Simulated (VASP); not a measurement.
H7Rh2:

```
CELL_PARAMETERS angstrom
3.67142 0.00000 0.00000
-1.83571 3.17954 0.00000
0.00000 0.00000 6.84292
ATOMIC_POSITIONS crystal
H 0.64400 0.00000 0.50000
H 0.00000 0.64400 0.50000
H 0.35600 0.35600 0.50000
H 0.35600 0.00000 0.50000
H 0.00000 0.35600 0.50000
H 0.64400 0.64400 0.50000
H 0.00000 0.00000 0.00000
Rh 0.00000 0.00000 0.33941
Rh 0.00000 0.00000 0.66059
```

The cell was generated, and may not be a known phase.

* Program: VASP 6.6.1
* Task: relaxation of cell and atoms
* Functional: PBE
* Potentials or basis: VASP PAW PBE potentials, release 64 (H, Rh_pv)
* Cutoff: 600 eV
* k mesh: 6 × 6 × 4
* Occupations: gaussian, width 0.1 eV
* Spin: no spin polarisation

At the start: pressure 26.5 GPa; volume 8.88 Å³/atom.

Question: Where does the relaxation end?

Answer: Over 18 steps the energy falls by 484.9 meV/atom and the volume is 10.11 Å³/atom (+13.9 %); space group P6/mmm (No. 191, to 0.1 Å) before and after.

The path:
| step | energy change (eV) | largest force (eV/Å) | pressure (GPa) | volume (Å³) |
| --- | --- | --- | --- | --- |
| 1 | 0.0000 | 14.3525 | 26.53 | 79.88 |
| 2 | -0.2885 | 0.8904 | -12.35 | 97.97 |
| 3 | -0.5455 | 0.7382 | -12.71 | 96.10 |
| 4 | -0.8756 | 0.9899 | -12.81 | 94.12 |
| 5 | -2.3083 | 1.3597 | -8.51 | 86.82 |
| 6 | -2.6447 | 1.3468 | -0.40 | 83.31 |
| 7 | -2.6586 | 0.6950 | -3.36 | 84.23 |
| 8 | -2.6658 | 0.7051 | -2.39 | 83.90 |
| 9 | -3.2371 | 0.5900 | -2.48 | 82.91 |
| 10 | -4.1904 | 0.5588 | 4.37 | 79.01 |
| 11 | -4.1771 | 1.9418 | -0.55 | 82.44 |
| 12 | -4.2264 | 0.6766 | 1.89 | 80.53 |
| 13 | -4.2964 | 0.3925 | 0.76 | 83.70 |
| 14 | -4.3404 | 0.0781 | -0.41 | 88.72 |
| 15 | -4.3410 | 0.0941 | -0.52 | 89.38 |
| 16 | -4.3567 | 0.3642 | 0.51 | 90.07 |
| 17 | -4.3576 | 0.4479 | 0.83 | 90.26 |
| 18 | -4.3639 | 0.0273 | 0.34 | 90.97 |

Final structure:
```
CELL_PARAMETERS angstrom
4.17123 0.00000 0.00000
-2.08562 3.61239 0.00000
0.00000 0.00000 6.03751
ATOMIC_POSITIONS crystal
H 0.69841 0.00000 0.50000
H 0.00000 0.69841 0.50000
H 0.30159 0.30159 0.50000
H 0.30159 0.00000 0.50000
H 0.00000 0.30159 0.50000
H 0.69841 0.69841 0.50000
H 0.00000 0.00000 0.00000
Rh 0.00000 0.00000 0.28439
Rh 0.00000 0.00000 0.71561
```
